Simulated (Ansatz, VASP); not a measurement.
## N: VASP beside Ansatz

```
N
1.0
     5.84936    0.00000    0.00000
     0.00000    5.84936    0.00000
     0.00000    0.00000    5.84936
N
4
Direct
  0.00006 0.00006 0.00006
  0.49994 0.99994 0.50006
  0.50006 0.49994 0.99994
  0.99994 0.50006 0.49994
```

Alike in both runs: functional PBEsol; k mesh 4 × 4 × 4; occupations gaussian, width 0.02 eV; collinear spin.

Ansatz relaxed the structure, and its values are those at the end. VASP's run is a single point on that final structure, the one shown.

```csv
,VASP,Ansatz
version,VASP 6.6.1,Ansatz 0.2.0
potentials or method,"VASP PAW PBE potentials, release 64 (N), cutoff 520 eV","scalar-relativistic, plane waves, PAW"
valence electrons in the cell,20,20
```

Ansatz gave:

| Quantity | Value |
| --- | --- |
| gap on the k mesh at the Fermi level (eV) | 3.34 |
| least direct gap on the mesh (eV) | 3.39 |
| pressure (GPa) | 0.0 |
| net moment per atom (μB) | 3.00 |
| size of the moment on the site where the two differ most (μB) | 2.95 |

**Question.** Estimate VASP's values.

**Answer.** gap on the k mesh at the Fermi level (eV): 3.34; least direct gap on the mesh (eV): 3.40; pressure (GPa): 0.0; net moment per atom (μB): 3.00; size of the moment on the site where the two differ most (μB): 1.94.

VASP's potentials were made for PBE, not for PBEsol. Site moments also hang on the region over which each program counts them. Ansatz's warnings: xc potential rough in thin density.
